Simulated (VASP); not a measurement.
# ZnSe (F-43m) in VASP: a series of runs

Aim: see how the results for ZnSe move with the level of theory and the settings. Levels: PBE, r2SCAN. Tasks: single point.

All numbers are computed with VASP 6.6.1; they aren't measurements. Logs are shortened: lines on timing, memory, paths and dates and some standing lists are left out, and cuts for length are marked.

## 1. The cell of the first run

The structure is cubic, space group F-43m (No. 216). Conventional cell: a = 5.721 Å, b = 5.721 Å, c = 5.721 Å, α = 90.00°, β = 90.00°, γ = 90.00°. Within 3.3 Å of Zn (site symmetry -43m) lie 4 Se at 2.48 Å. Se (site symmetry -43m) has 4 Zn at 2.48 Å within 3.3 Å.

## 2. Single point, PBE (strain +1.0%)

The input, INCAR:

```
PREC = Accurate
ENCUT = 520
EDIFF = 1E-6
ISMEAR = -1
SIGMA = 0.02
LREAL = False
LASPH = True
NELM = 60
ALGO = Normal
ISIF = 2
LWAVE = False
LCHARG = False
GGA = PE
NBANDS = 16
```

The input, KPOINTS:

```
regular mesh
0
Gamma
  8 8 8
```

The input, POSCAR:

```
ZnSe
1.0
    0.0000000000      2.8607448912      2.8607448912
    2.8607448912      0.0000000000      2.8607448912
    2.8607448912      2.8607448912      0.0000000000
Zn Se
1 1
Direct
    0.0000000000      0.0000000000      0.0000000000
    0.2500000000      0.2500000000      0.2500000000
```

Potentials or basis: VASP PAW PBE potentials, release 64 (Zn, Se).

On the command line:

```console
$ cat potpaw_PBE.64/Zn/POTCAR potpaw_PBE.64/Se/POTCAR > POTCAR
$ mpirun -np 1 vasp_std > vasp.out
```

OUTCAR:

```text
PREC = Accurate
   ENCUT = 520
   EDIFF = 1E-6
   ISMEAR = -1
   LREAL = False
   LASPH = True
   NELM = 60
   ISIF = 2
   GGA = PE

 ion  position               nearest neighbor table
   1  0.000  0.000  0.000-   2 2.48   2 2.48   2 2.48   2 2.48
   2  0.250  0.250  0.250-   1 2.48   1 2.48   1 2.48   1 2.48

  LATTYP: Found a face centered cubic cell.
 ALAT       =     5.7214897824

  Lattice vectors:

 A1 = (   0.0000000000,   2.8607448912,   2.8607448912)
 A2 = (   2.8607448912,   0.0000000000,   2.8607448912)
 A3 = (   2.8607448912,   2.8607448912,   0.0000000000)

Analysis of symmetry for initial positions (statically):
=====================================================================
 Subroutine PRICEL returns:
 Original cell was already a primitive cell.

 Routine SETGRP: Setting up the symmetry group for a
 face centered cubic supercell.

 Subroutine GETGRP returns: Found 24 space group operations
 (whereof 24 operations were pure point group operations)
 out of a pool of 48 trial point group operations.

The static configuration has the point symmetry T_d .

Analysis of symmetry for dynamics (positions and initial velocities):
=====================================================================
 Subroutine PRICEL returns:
 Original cell was already a primitive cell.

 Routine SETGRP: Setting up the symmetry group for a
 face centered cubic supercell.

 Subroutine GETGRP returns: Found 24 space group operations
 (whereof 24 operations were pure point group operations)
 out of a pool of 48 trial point group operations.

The dynamic configuration has the point symmetry T_d .

 Subroutine INISYM returns: Found 24 space group operations
 (whereof 24 operations are pure point group operations),
 and found     1 'primitive' translations

----------------------------------------------------------------------------------------

                                     Primitive cell

  volume of cell :      46.8239

  direct lattice vectors                    reciprocal lattice vectors
     0.000000000  2.860744891  2.860744891    -0.174779653  0.174779653  0.174779653
     2.860744891  0.000000000  2.860744891     0.174779653 -0.174779653  0.174779653
     2.860744891  2.860744891  0.000000000     0.174779653  0.174779653 -0.174779653

  length of vectors
     4.045704224  4.045704224  4.045704224     0.302727239  0.302727239  0.302727239

  position of ions in fractional coordinates (direct lattice)
     0.000000000  0.000000000  0.000000000
     0.250000000  0.250000000  0.250000000

  ion indices of the primitive-cell ions
   primitive index   ion index
                 1           1
                 2           2

----------------------------------------------------------------------------------------

 KPOINTS: regular mesh

Automatic generation of k-mesh.
 Grid dimensions read from file:
 generate k-points for:    8    8    8

 Generating k-lattice:

  Cartesian coordinates                     Fractional coordinates (reciprocal lattice)
    -0.021847457  0.021847457  0.021847457     0.125000000  0.000000000  0.000000000
     0.021847457 -0.021847457  0.021847457     0.000000000  0.125000000  0.000000000
     0.021847457  0.021847457 -0.021847457     0.000000000  0.000000000  0.125000000

  Length of vectors
     0.037840905  0.037840905  0.037840905

  Shift w.r.t. Gamma in fractional coordinates (k-lattice)
     0.000000000  0.000000000  0.000000000

 Subroutine IBZKPT returns following result:
 ===========================================

 Found     29 irreducible k-points:

 Following reciprocal coordinates:
            Coordinates               Weight
  0.000000  0.000000  0.000000      1.000000
  0.125000  0.000000  0.000000      8.000000
  0.250000  0.000000  0.000000      8.000000
  0.375000  0.000000  0.000000      8.000000
  0.500000  0.000000  0.000000      4.000000
  0.125000  0.125000  0.000000      6.000000
[... 16 lines left out ...]
  0.500000  0.250000  0.125000     48.000000
 -0.375000  0.250000  0.125000     24.000000
 [... further k-points ...]
   k-points           NKPTS =     29   k-points in BZ     NKDIM =     29   number of bands    NBANDS=     16
   number of dos      NEDOS =    301   number of ions     NIONS =      2
   total plane-waves  NPLWV =  27000
   dimension x,y,z NGX =    30 NGY =   30 NGZ =   30
   dimension x,y,z NGXF=    60 NGYF=   60 NGZF=   60
   ions per type =               1   1
   NGX,Y,Z   is equivalent  to a cutoff of  12.33, 12.33, 12.33 a.u.
   NGXF,Y,Z  is equivalent  to a cutoff of  24.66, 24.66, 24.66 a.u.
 SYSTEM =  unknown system
   PREC   = accura    normal or accurate (medium, high low for compatibility)
   ISTART =      0    job   : 0-new  1-cont  2-samecut
   ICHARG =      2    charge: 1-file 2-atom 10-const
   ISPIN  =      1    spin polarized calculation?
   LNONCOLLINEAR =      F non collinear calculations
   LSORBIT =      F    spin-orbit coupling
   LASPH  =      T    aspherical Exc in radial PAW
   ENCUT  =  520.0 eV  38.22 Ry    6.18 a.u.   7.52  7.52  7.52*2*pi/ulx,y,z
   NELM   =     60;   NELMIN=  2; NELMDL= -5     # of ELM steps
   EDIFF  = 0.1E-05   stopping-criterion for ELM
   LREAL  =      F    real-space projection
   EDIFFG = 0.1E-04   stopping-criterion for IOM
   NSW    =      0    number of steps for IOM
   IBRION =     -1    ionic relax: 0-MD 1-quasi-New 2-CG
   NFREE  =      0    steps in history (QN), initial steepest desc. (CG)
   ISIF   =      2    stress and relaxation
   ISYM   =      2    0-nonsym 1-usesym 2-fastsym
   POTIM  = 0.5000    time-step for ionic-motion
   TEBEG  =    0.0;   TEEND  =   0.0 temperature during run
   PSTRESS=    0.0 pullay stress
   NELECT =      18.0000    total number of electrons
   NUPDOWN=      -1.0000    fix difference up-down
   EMIN   =  10.00;   EMAX   =-10.00  energy-range for DOS
   EFERMI =   0.00;   METHOD = LEGACY
   ISMEAR =    -1;   SIGMA  =   0.02  broadening in eV -4-tet -1-fermi 0-gaus
   EFERMI_NEDOS =   21; number of points for ismear=-14 and -15
   IALGO  =     38    algorithm
   IMIX   =      4    mixing-type and parameters
     AMIX     =   0.40;   BMIX     =  1.00
     AMIX_MAG =   1.60;   BMIX_MAG =  1.00
  volume/ion in A,a.u.               =      23.41       157.99
  Fermi-wavevector in a.u.,A,eV,Ry     =   1.190355  2.249445 19.278711  1.416945
  Thomas-Fermi vector in A             =   2.326442
   LORBIT       =      0    0 simple, 1 ext, 2 COOP (PROOUT), +10 PAW based schemes
   GGA     = PE    functional components
   LHFCALC =     F    Hartree Fock is set to
   AEXX    =    0.0000 exact exchange contribution
   IVDW    =     0    specifies the selected vdW correction
   LEPSILON=     F    determine dielectric tensor
   LRPA    =     F    only Hartree local field effects (RPA)
 non-spin polarized calculation
  energy-cutoff  :      520.00
  volume of cell :       46.82
 maximum number of plane-waves:      1283
   NGX = 15   NGY = 15   NGZ = 15

 number of electron      18.0000019 magnetization

 Free energy of the ion-electron system (eV)
  ---------------------------------------------------
  ext. energy  EPLUGINS =         0.00000000
  ---------------------------------------------------
  free energy    TOTEN  =        -6.03179407 eV

  energy without entropy =       -6.03179407  energy(sigma->0) =       -6.03179407

 E-fermi :   1.7545     XC(G=0):  -9.1926

 val. band max:        1.3738500956   @ k =   0.0000   0.0000   0.0000
 cond. band min:       2.5507369977   @ k =   0.0000   0.0000   0.0000
 fundamental gap:      1.1768869022
 Fermi energy:         1.7544933931

 k-point     1 :       0.0000    0.0000    0.0000
  band No.  band energies     occupation
      1     -11.7072      2.00000
      2      -5.0729      2.00000
      3      -5.0729      2.00000
      4      -5.0729      2.00000
      5      -4.7284      2.00000
      6      -4.7284      2.00000
[... 8 lines left out ...]
     15      12.7747      0.00000
     16      12.7747      0.00000

 k-point     2 :       0.1250    0.0000    0.0000
  band No.  band energies     occupation
      1     -11.6120      2.00000
      2      -5.0644      2.00000
      3      -5.0581      2.00000
      4      -5.0581      2.00000
      5      -4.7297      2.00000
      6      -4.7297      2.00000
[... 8 lines left out ...]
     15      12.0161      0.00000
     16      12.0526      0.00000

 k-point     3 :       0.2500    0.0000    0.0000
  band No.  band energies     occupation
      1     -11.3655      2.00000
      2      -5.0255      2.00000
      3      -5.0255      2.00000
      4      -5.0066      2.00000
      5      -4.7282      2.00000
      6      -4.7282      2.00000
[... 8 lines left out ...]
     15      11.7800      0.00000
     16      12.0417      0.00000

 k-point     4 :       0.3750    0.0000    0.0000
  band No.  band energies     occupation
      1     -11.0903      2.00000
      2      -4.9992      2.00000
      3      -4.9992      2.00000
      4      -4.8185      2.00000
      5      -4.7184      2.00000
      6      -4.7184      2.00000
[... 8 lines left out ...]
     15      12.8557      0.00000
     16      12.8557      0.00000
[... 324 lines left out ...]
 k-point    22 :       0.3750    0.2500    0.1250
  band No.  band energies     occupation
      1     -11.1732      2.00000
      2      -5.0261      2.00000
      3      -4.9766      2.00000
      4      -4.9477      2.00000
      5      -4.7409      2.00000
      6      -4.7054      2.00000
[... 8 lines left out ...]
     15      13.5394      0.00000
     16      14.6662      0.00000

 k-point    23 :       0.5000    0.2500    0.1250
  band No.  band energies     occupation
      1     -10.9439      2.00000
      2      -4.9809      2.00000
      3      -4.9537      2.00000
      4      -4.8244      2.00000
      5      -4.7164      2.00000
      6      -4.6647      2.00000
[... 8 lines left out ...]
     15      13.8382      0.00000
     16      14.9569      0.00000

 k-point    24 :      -0.3750    0.2500    0.1250
  band No.  band energies     occupation
      1     -10.8423      2.00000
      2      -4.9738      2.00000
      3      -4.9408      2.00000
      4      -4.7562      2.00000
      5      -4.7215      2.00000
      6      -4.5322      2.00000
[... 8 lines left out ...]
     15      14.0177      0.00000
     16      14.8124      0.00000

 [... further k-points ...]

------------------------ aborting loop because EDIFF is reached ----------------------------------------

  FORCE on cell =-STRESS in cart. coord.  units (eV):
  Direction    XX          YY          ZZ          XY          YZ          ZX
  --------------------------------------------------------------------------------------
  -------------------------------------------------------------------------------------
  Total        0.1628103      0.1628103      0.1628103     -0.0000000     -0.0000000     -0.0000000
  in kB        5.5708970      5.5708970      5.5708970     -0.0000000     -0.0000000     -0.0000000
  external PRESSURE =       5.5708970 kB  Pullay stress =       0.0000000 kB

 VOLUME and BASIS-vectors are now :
 -----------------------------------------------------------------------------
  energy-cutoff  :      520.00
  volume of cell :       46.82
      direct lattice vectors                 reciprocal lattice vectors
     0.000000000  2.860744891  2.860744891    -0.174779653  0.174779653  0.174779653
     2.860744891  0.000000000  2.860744891     0.174779653 -0.174779653  0.174779653
     2.860744891  2.860744891  0.000000000     0.174779653  0.174779653 -0.174779653

 POSITION                                       TOTAL-FORCE (eV/Angst)
 -----------------------------------------------------------------------------------
      0.00000      0.00000      0.00000         0.000000      0.000000      0.000000
      1.43037      1.43037      1.43037        -0.000000     -0.000000     -0.000000
 -----------------------------------------------------------------------------------
    total drift:                               -0.000001     -0.000001     -0.000001

  FREE ENERGIE OF THE ION-ELECTRON SYSTEM (eV)
  ---------------------------------------------------
  free  energy   TOTEN  =        -6.0317940676 eV

  energy  without entropy=       -6.0317940676  energy(sigma->0) =       -6.03179407
```

Run time: 22 s. Hardware: 1 thread of AMD EPYC 7R43 (Zen 3), shared host; peak memory 0.14 GiB.

What came out:

* Free energy: -6.0318 eV
* Pressure: 0.6 GPa
* Band gap on the k mesh: 1.18 eV, direct

Caveat: the cell differs from its parent crystal (strain +1.0%).

## 3. Single point, r2SCAN, non-collinear spin, zero start, spin-orbit coupling (strain -4.0%)

The input, POSCAR:

```
ZnSe
1.0
    0.0000000000      2.7191238570      2.7191238570
    2.7191238570      0.0000000000      2.7191238570
    2.7191238570      2.7191238570      0.0000000000
Zn Se
1 1
Direct
    0.0000000000      0.0000000000      0.0000000000
    0.2500000000      0.2500000000      0.2500000000
```

The input, INCAR.step1:

```
PREC = Accurate
ENCUT = 520
ISMEAR = 0
SIGMA = 0.01
LREAL = F
LASPH = T
NELM = 150
LNONCOLLINEAR = T
MAGMOM = 0 0 0 0 0 0
LSORBIT = T
GGA_COMPAT = F
NBANDS = 30
GGA = PE
ALGO = Normal
EDIFF = 1E-4
LWAVE = T
LCHARG = F
```

The input, INCAR.step2:

```
PREC = Accurate
ENCUT = 520
EDIFF = 1E-6
ISMEAR = 0
SIGMA = 0.01
LREAL = F
LASPH = T
NELM = 150
ALGO = Normal
ISIF = 2
LWAVE = F
LCHARG = F
LNONCOLLINEAR = T
MAGMOM = 0 0 0 0 0 0
LORBIT = 11
LSORBIT = T
GGA_COMPAT = F
LORBMOM = T
METAGGA = R2SCAN
LMIXTAU = T
NBANDS = 30
ISTART = 1
```

The input, KPOINTS:

```
Automatic mesh
0
Gamma
  8 8 8
```

Potentials or basis: VASP PAW PBE potentials, release 64 (Zn, Se).

On the command line:

```console
$ cat potpaw_PBE.64/Zn/POTCAR potpaw_PBE.64/Se/POTCAR > POTCAR
$ cp INCAR.step1 INCAR
$ mpirun -np 1 vasp_ncl > vasp.out
$ cp INCAR.step2 INCAR
$ mpirun -np 1 vasp_ncl > vasp.out
```

It took 8 min on 1 thread of AMD EPYC 9R45 (Zen 5), shared host; peak memory 0.34 GiB.

The run converged. Its results:

```
Free energy                                           : -24.7726 eV
Pressure                                              : 10.8 GPa
Net moment                                            : 0.00 μB per cell
Valence electrons inside the program's atomic spheres : Zn 10.92; Se 4.03
```

Moments on the atoms (μB; x, y, z):
```
Zn  0.00 0.00 0.00
Se  0.00 0.00 0.00
```

Caveat: the cell differs from its parent crystal (strain -4.0%); the PAW data sets were made with another functional, which shifts forces and pressure a little.

(Continued in part 2 of 2.)
